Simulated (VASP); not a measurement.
Set up this calculation in VASP 6.6.1, as the native input.

```yaml
Task: single point
Functional: LDA
Potentials_or_basis: VASP PAW LDA potentials, release 64 (As)
Cutoff: 520 eV
k_mesh: 13 × 13 × 13
Occupations: fermi-dirac, width 0.05 eV
Spin: no spin polarisation
Dipole_correction: no
Further_INCAR_settings: ALGO = Normal; EDIFF = 1e-06; NBANDS = 12
```

The structure of As lies in POSCAR:

```
As
1.0
    0.0000000000      2.4412652003      2.4412652003
    2.4412652003      0.0000000000      2.4412652003
    2.4412652003      2.4412652003      0.0000000000
As
2
Direct
   -0.1250000000     -0.1250000000     -0.1250000000
    0.1250000000      0.1250000000      0.1250000000
```

This cell differs from its parent crystal: volume scaled by 0.55.

One way to write it, as run:

INCAR

```
SYSTEM = As
  PREC = Accurate
  ENCUT = 520
  EDIFF = 1E-6
  ISMEAR = -1
  SIGMA = 0.05
  LREAL = .False.
  LASPH = .True.
  NELM = 100
  ALGO = Normal
  ISIF = 2
  LWAVE = .False.
  LCHARG = .False.
  NBANDS = 12
```

KPOINTS

```
Automatic mesh
0
Gamma
  13 13 13
  0 0 0
```

Potentials or basis: VASP PAW LDA potentials, release 64 (As).

The run is started by

```sh
$ cat potpaw_LDA.64/As/POTCAR > POTCAR
$ mpirun -np 1 vasp_std > vasp.out
```

It gave:

- Pressure: 104.4 GPa
- Band gap on the k mesh: zero (band 5 reaches 12.75 eV, above the bottom of band 6 at 8.58 eV)

Wall time 29 s on 1 thread of Intel(R) Xeon(R) Platinum 8375C CPU @ 2.90GHz (Ice Lake), on a shared host, peak memory 0.15 GiB.
